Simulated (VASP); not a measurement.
# Sn (Fd-3m) in VASP: single point with HSE06

Aim: the single point of Sn with HSE06.

All numbers are computed with VASP 6.6.1; they aren't measurements. Logs are shortened: lines on timing, memory, paths and dates and some standing lists are left out, and cuts for length are marked.

**1. The cell of the first run**

Symmetry: Fd-3m, No. 227, cubic system. The conventional cell has a = 6.569 Å, b = 6.569 Å, c = 6.569 Å, α = 90.00°, β = 90.00°, γ = 90.00°. Sn (site symmetry -43m) has 4 Sn at 2.84 Å within 3.7 Å.

This isn't the form of Sn at room conditions, which is tetragonal (white tin).

**2. Single point, HSE06**

The input, POSCAR:

```
Sn
1.0
    0.0000000000      3.2844597802      3.2844597802
    3.2844597802      0.0000000000      3.2844597802
    3.2844597802      3.2844597802      0.0000000000
Sn
2
Direct
    0.0000000000      0.0000000000      0.0000000000
    0.2500000000      0.2500000000      0.2500000000
```

The input, INCAR.step1:

```
SYSTEM = Sn
PREC = Accurate
ENCUT = 520
EDIFF = 1E-5
ISMEAR = -1
SIGMA = 0.02
LREAL = .False.
LASPH = .True.
NELM = 60
ALGO = Normal
ISIF = 2
LWAVE = .True.
LCHARG = .False.
NBANDS = 21
GGA = PE
```

The input, INCAR.step2:

```
SYSTEM = Sn
PREC = Accurate
ENCUT = 520
EDIFF = 1E-6
ISMEAR = -1
SIGMA = 0.02
LREAL = .False.
LASPH = .True.
NELM = 60
ALGO = Normal
ISIF = 2
LWAVE = .False.
LCHARG = .False.
GGA = PE
LHFCALC = .True.
HFSCREEN = 0.2079
PRECFOCK = Normal
NBANDS = 21
ISTART = 1
```

The input, KPOINTS:

```
regular mesh
0
Gamma
  4 4 4
  0 0 0
```

Potentials or basis: VASP PAW PBE potentials, release 64 (Sn_d).

Run with:

```
$ cat potpaw_PBE.64/Sn_d/POTCAR > POTCAR
$ cp INCAR.step1 INCAR
$ mpirun -np 1 vasp_std > vasp.out
$ cp INCAR.step2 INCAR
$ mpirun -np 1 vasp_std > vasp.out
```

OUTCAR:

```text
SYSTEM = Sn
   PREC = Accurate
   ENCUT = 520
   EDIFF = 1E-6
   ISMEAR = -1
   LREAL = .False.
   LASPH = .True.
   NELM = 60
   ISIF = 2
   GGA = PE
   LHFCALC = .True.
   HFSCREEN = 0.2079
   PRECFOCK = Normal
   ISTART = 1

 ion  position               nearest neighbor table
   1  0.000  0.000  0.000-   2 2.84   2 2.84   2 2.84   2 2.84
   2  0.250  0.250  0.250-   1 2.84   1 2.84   1 2.84   1 2.84

  LATTYP: Found a face centered cubic cell.
 ALAT       =     6.5689195604

  Lattice vectors:

 A1 = (   0.0000000000,   3.2844597802,   3.2844597802)
 A2 = (   3.2844597802,   0.0000000000,   3.2844597802)
 A3 = (   3.2844597802,   3.2844597802,   0.0000000000)

Analysis of symmetry for initial positions (statically):
=====================================================================
 Subroutine PRICEL returns:
 Original cell was already a primitive cell.

 Routine SETGRP: Setting up the symmetry group for a
 face centered cubic supercell.

 Subroutine GETGRP returns: Found 48 space group operations
 (whereof 24 operations were pure point group operations)
 out of a pool of 48 trial point group operations.

The static configuration has the point symmetry T_d .
 The point group associated with its full space group is O_h .

Analysis of symmetry for dynamics (positions and initial velocities):
=====================================================================
 Subroutine PRICEL returns:
 Original cell was already a primitive cell.

 Routine SETGRP: Setting up the symmetry group for a
 face centered cubic supercell.

 Subroutine GETGRP returns: Found 48 space group operations
 (whereof 24 operations were pure point group operations)
 out of a pool of 48 trial point group operations.

The dynamic configuration has the point symmetry T_d .
 The point group associated with its full space group is O_h .

 Subroutine INISYM returns: Found 48 space group operations
 (whereof 24 operations are pure point group operations),
 and found     1 'primitive' translations

----------------------------------------------------------------------------------------

                                     Primitive cell

  volume of cell :      70.8634

  direct lattice vectors                    reciprocal lattice vectors
     0.000000000  3.284459780  3.284459780    -0.152232036  0.152232036  0.152232036
     3.284459780  0.000000000  3.284459780     0.152232036 -0.152232036  0.152232036
     3.284459780  3.284459780  0.000000000     0.152232036  0.152232036 -0.152232036

  length of vectors
     4.644927566  4.644927566  4.644927566     0.263673621  0.263673621  0.263673621

  position of ions in fractional coordinates (direct lattice)
     0.000000000  0.000000000  0.000000000
     0.250000000  0.250000000  0.250000000

  ion indices of the primitive-cell ions
   primitive index   ion index
                 1           1
                 2           2

----------------------------------------------------------------------------------------

 KPOINTS: regular mesh

Automatic generation of k-mesh.
 Grid dimensions read from file:
 generate k-points for:    4    4    4

 Generating k-lattice:

  Cartesian coordinates                     Fractional coordinates (reciprocal lattice)
    -0.038058009  0.038058009  0.038058009     0.250000000  0.000000000  0.000000000
     0.038058009 -0.038058009  0.038058009     0.000000000  0.250000000  0.000000000
     0.038058009  0.038058009 -0.038058009     0.000000000  0.000000000  0.250000000

  Length of vectors
     0.065918405  0.065918405  0.065918405

  Shift w.r.t. Gamma in fractional coordinates (k-lattice)
     0.000000000  0.000000000  0.000000000

 Subroutine IBZKPT returns following result:
 ===========================================

 Found      8 irreducible k-points:

 Following reciprocal coordinates:
            Coordinates               Weight
  0.000000  0.000000  0.000000      1.000000
  0.250000  0.000000  0.000000      8.000000
  0.500000  0.000000  0.000000      4.000000
  0.250000  0.250000  0.000000      6.000000
  0.500000  0.250000  0.000000     24.000000
 -0.250000  0.250000  0.000000     12.000000
  0.500000  0.500000  0.000000      3.000000
 -0.250000  0.500000  0.250000      6.000000
   k-points           NKPTS =      8   k-points in BZ     NKDIM =     64   number of bands    NBANDS=     21
   number of dos      NEDOS =    301   number of ions     NIONS =      2
   total plane-waves  NPLWV =  46656
   dimension x,y,z NGX =    36 NGY =   36 NGZ =   36
   dimension x,y,z NGXF=    72 NGYF=   72 NGZF=   72
   ions per type =               2
   NGX,Y,Z   is equivalent  to a cutoff of  12.88, 12.88, 12.88 a.u.
   NGXF,Y,Z  is equivalent  to a cutoff of  25.77, 25.77, 25.77 a.u.
 SYSTEM =  Sn
   PREC   = accura    normal or accurate (medium, high low for compatibility)
   ISTART =      1    job   : 0-new  1-cont  2-samecut
   ICHARG =      0    charge: 1-file 2-atom 10-const
   ISPIN  =      1    spin polarized calculation?
   LNONCOLLINEAR =      F non collinear calculations
   LSORBIT =      F    spin-orbit coupling
   LASPH  =      T    aspherical Exc in radial PAW
   ENCUT  =  520.0 eV  38.22 Ry    6.18 a.u.   8.64  8.64  8.64*2*pi/ulx,y,z
   NELM   =     60;   NELMIN=  2; NELMDL=  0     # of ELM steps
   EDIFF  = 0.1E-05   stopping-criterion for ELM
   LREAL  =      F    real-space projection
   EDIFFG = 0.1E-04   stopping-criterion for IOM
   NSW    =      0    number of steps for IOM
   IBRION =     -1    ionic relax: 0-MD 1-quasi-New 2-CG
   NFREE  =      0    steps in history (QN), initial steepest desc. (CG)
   ISIF   =      2    stress and relaxation
   ISYM   =      3    0-nonsym 1-usesym 2-fastsym
   POTIM  = 0.5000    time-step for ionic-motion
   TEBEG  =    0.0;   TEEND  =   0.0 temperature during run
   PSTRESS=    0.0 pullay stress
   NELECT =      28.0000    total number of electrons
   NUPDOWN=      -1.0000    fix difference up-down
   EMIN   =  10.00;   EMAX   =-10.00  energy-range for DOS
   EFERMI =   0.00;   METHOD = LEGACY
   ISMEAR =    -1;   SIGMA  =   0.02  broadening in eV -4-tet -1-fermi 0-gaus
   EFERMI_NEDOS =   21; number of points for ismear=-14 and -15
   IALGO  =     38    algorithm
   IMIX   =      1    mixing-type and parameters
     AMIX     =   0.40;   BMIX     =  1.00
     AMIX_MAG =   1.60;   BMIX_MAG =  1.00
  volume/ion in A,a.u.               =      35.43       239.10
  Fermi-wavevector in a.u.,A,eV,Ry     =   1.201306  2.270139 19.635051  1.443136
  Thomas-Fermi vector in A             =   2.337118
   LORBIT       =      0    0 simple, 1 ext, 2 COOP (PROOUT), +10 PAW based schemes
   GGA     = PE    functional components
   LHFCALC =     T    Hartree Fock is set to
   PRECFOCK=normal    Normal, Fast or Accurate (Low or Medium for compatibility)
   ENCUT4O =  -1.0   cutoff for four orbital integrals eV
   NKREDX  =     1    reduce k-point grid by
   NKREDY  =     1    reduce k-point grid by
   NKREDZ  =     1    reduce k-point grid by
   AEXX    =    0.2500 exact exchange contribution
   HFSCREEN=    0.2079 screening length (either q_TF or 0.3 A-1)
   HFSCREENC=   0.2079 screening length for correlation (either q_TF or 0.3 A-1)
   ENCUTFOCK=  -1.0 apply spherical cutoff to Coloumb kernel
   IVDW    =     0    specifies the selected vdW correction
   LEPSILON=     F    determine dielectric tensor
   LRPA    =     F    only Hartree local field effects (RPA)
 non-spin polarized calculation
  energy-cutoff  :      520.00
  volume of cell :       70.86
 maximum number of plane-waves:      1924
 NGX is ok and might be reduce to    36
  NGX = 28; NGY = 28; NGZ = 28

 number of electron      27.9999984 magnetization

 Free energy of the ion-electron system (eV)
  ---------------------------------------------------
  ext. energy  EPLUGINS =         0.00000000
  ---------------------------------------------------
  free energy    TOTEN  =        -8.87103886 eV

  energy without entropy =       -8.86984539  energy(sigma->0) =       -8.87044213

 E-fermi :   5.1156     XC(G=0):  -7.2703

 val. band max:        5.1016901507   @ k =   0.0000   0.0000   0.0000
 cond. band min:       5.4288266536   @ k =   0.5000   0.0000   0.0000
 fundamental gap:      0.3271365029
 Fermi energy:         5.1155522059

 k-point     1 :       0.0000    0.0000    0.0000
  band No.  band energies     occupation
      1     -18.6915      2.00000
      2     -18.6915      2.00000
      3     -18.6915      2.00000
      4     -18.6373      2.00000
      5     -18.6373      2.00000
      6     -18.3467      2.00000
[... 13 lines left out ...]
     20      13.5984      0.00000
     21      13.5984      0.00000

 k-point     2 :       0.2500    0.0000    0.0000
  band No.  band energies     occupation
      1     -18.7164      2.00000
      2     -18.7164      2.00000
      3     -18.6798      2.00000
      4     -18.5993      2.00000
      5     -18.5993      2.00000
      6     -18.3864      2.00000
[... 13 lines left out ...]
     20      12.5222      0.00000
     21      12.5222      0.00000

 k-point     3 :       0.5000    0.0000    0.0000
  band No.  band energies     occupation
      1     -18.7267      2.00000
      2     -18.7267      2.00000
      3     -18.6672      2.00000
      4     -18.5797      2.00000
      5     -18.5797      2.00000
      6     -18.4006      2.00000
[... 13 lines left out ...]
     20      14.5551      0.00000
     21      14.6548      0.00000

 k-point     4 :       0.2500    0.2500    0.0000
  band No.  band energies     occupation
      1     -18.7184      2.00000
      2     -18.7184      2.00000
      3     -18.6954      2.00000
      4     -18.5922      2.00000
      5     -18.5455      2.00000
      6     -18.4671      2.00000
[... 13 lines left out ...]
     20      13.7043      0.00000
     21      14.3349      0.00000

 k-point     5 :       0.5000    0.2500    0.0000
  band No.  band energies     occupation
      1     -18.7544      2.00000
      2     -18.7356      2.00000
      3     -18.6366      2.00000
      4     -18.5452      2.00000
      5     -18.5181      2.00000
      6     -18.4923      2.00000
[... 13 lines left out ...]
     20      14.8129      0.00000
     21      14.9753      0.00000

 k-point     6 :      -0.2500    0.2500    0.0000
  band No.  band energies     occupation
      1     -18.7483      2.00000
      2     -18.7371      2.00000
      3     -18.6311      2.00000
      4     -18.5770      2.00000
      5     -18.5419      2.00000
      6     -18.4430      2.00000
[... 13 lines left out ...]
     20      13.3747      0.00000
     21      15.1824      0.00000

 k-point     7 :       0.5000    0.5000    0.0000
  band No.  band energies     occupation
      1     -18.7413      2.00000
      2     -18.7413      2.00000
      3     -18.6139      2.00000
      4     -18.6139      2.00000
      5     -18.4848      2.00000
      6     -18.4848      2.00000
[... 13 lines left out ...]
     20      15.0444      0.00000
     21      16.1128      0.00000

 k-point     8 :      -0.2500    0.5000    0.2500
  band No.  band energies     occupation
      1     -18.7577      2.00000
      2     -18.7577      2.00000
      3     -18.5599      2.00000
      4     -18.5599      2.00000
      5     -18.4931      2.00000
      6     -18.4931      2.00000
[... 13 lines left out ...]
     20      14.8144      0.00000
     21      16.0165      0.00000

------------------------ aborting loop because EDIFF is reached ----------------------------------------

  FORCE on cell =-STRESS in cart. coord.  units (eV):
  Direction    XX          YY          ZZ          XY          YZ          ZX
  --------------------------------------------------------------------------------------
  -------------------------------------------------------------------------------------
  Total        0.0827307      0.0827307      0.0827307     -0.0000000     -0.0000000     -0.0000000
  in kB        1.8704908      1.8704908      1.8704908     -0.0000000     -0.0000000     -0.0000000
  external PRESSURE =       1.8704908 kB  Pullay stress =       0.0000000 kB

 VOLUME and BASIS-vectors are now :
 -----------------------------------------------------------------------------
  energy-cutoff  :      520.00
  volume of cell :       70.86
      direct lattice vectors                 reciprocal lattice vectors
     0.000000000  3.284459780  3.284459780    -0.152232036  0.152232036  0.152232036
     3.284459780  0.000000000  3.284459780     0.152232036 -0.152232036  0.152232036
     3.284459780  3.284459780  0.000000000     0.152232036  0.152232036 -0.152232036

 POSITION                                       TOTAL-FORCE (eV/Angst)
 -----------------------------------------------------------------------------------
      0.00000      0.00000      0.00000        -0.000000     -0.000000     -0.000000
      1.64223      1.64223      1.64223         0.000000      0.000000      0.000000
 -----------------------------------------------------------------------------------
    total drift:                                0.000001      0.000004     -0.000001

  FREE ENERGIE OF THE ION-ELECTRON SYSTEM (eV)
  ---------------------------------------------------
  free  energy   TOTEN  =        -8.8710388642 eV

  energy  without entropy=       -8.8698453932  energy(sigma->0) =       -8.87044213
```

Wall time 20 min (1 thread of AMD EPYC 9R45 (Zen 5), shared host); peak memory 0.28 GiB.

What came out:

```yaml
Free_energy: -8.8710 eV
Pressure: 0.2 GPa
Band_gap_on_the_k_mesh: zero (filled and empty bands touch)
```

Levels at points of the mesh, in eV from the Fermi level:
```tsv
k point	band 10	band 11	band 12	band 13	band 14	band 15	band 16	band 17	band 18	band 19
(0.00, 0.00, 0.00)	-23.45	-11.53	-0.42	-0.01	-0.01	-0.01	2.59	2.59	2.59	5.56
(0.50, 0.00, 0.00)	-23.41	-9.78	-6.82	-1.27	-1.27	0.31	3.69	3.69	6.23	9.08
(0.50, 0.50, 0.00)	-23.39	-8.18	-8.18	-2.67	-2.67	1.20	1.20	8.41	8.41	9.93
```

Caveat: the k points lie up to 0.41 Å⁻¹ apart; the PAW data sets were made with another functional, which shifts forces and pressure a little; spin-orbit coupling is left out, which moves the levels of the heavy elements.
